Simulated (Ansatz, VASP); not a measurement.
# Sb: VASP beside Ansatz

```
Sb
1.0
     3.35453    0.00000    0.00000
    -1.67727    2.90511    0.00000
     0.00000    0.00000    5.47016
Sb
2
Direct
  0.66667 0.33333 0.75000
  0.33333 0.66667 0.25000
```

Alike in both runs: task relaxation of cell and atoms; functional LDA; k mesh 9 × 9 × 5; occupations fermi-dirac, width 0.05 eV; no spin polarisation.

```csv
,VASP,Ansatz
version,VASP 6.6.1,Ansatz 0.2.0
potentials or method,"VASP PAW LDA potentials, release 64 (Sb_d_GW)",Ansatz PAW
plane-wave cutoff (eV),500,420
valence electrons in the cell,30,30
```

Ansatz gave:

| Property | Result |
| --- | --- |
| gap on the k mesh at the Fermi level, each at its own relaxed structure (eV) | none |
| relaxed volume (Å³/atom) | 25.60 |
| relaxed cell length with the largest relative difference (Å) | 5.287 |

Problem. What did VASP give for the same quantities?

Solution. gap on the k mesh at the Fermi level, each at its own relaxed structure (eV): none; relaxed volume (Å³/atom): 25.54; relaxed cell length with the largest relative difference (Å): 5.386.

LDA's correlation is that of Perdew and Zunger in VASP and of Perdew and Wang (1992) in Ansatz. A gap of «none» marks a metal or a gap that the smearing closes.

Spin-orbit coupling is off throughout. Noted on Ansatz's run: the plane-wave basis is chosen anew once the cell has moved, so the energies of steps on either side of that aren't comparable.
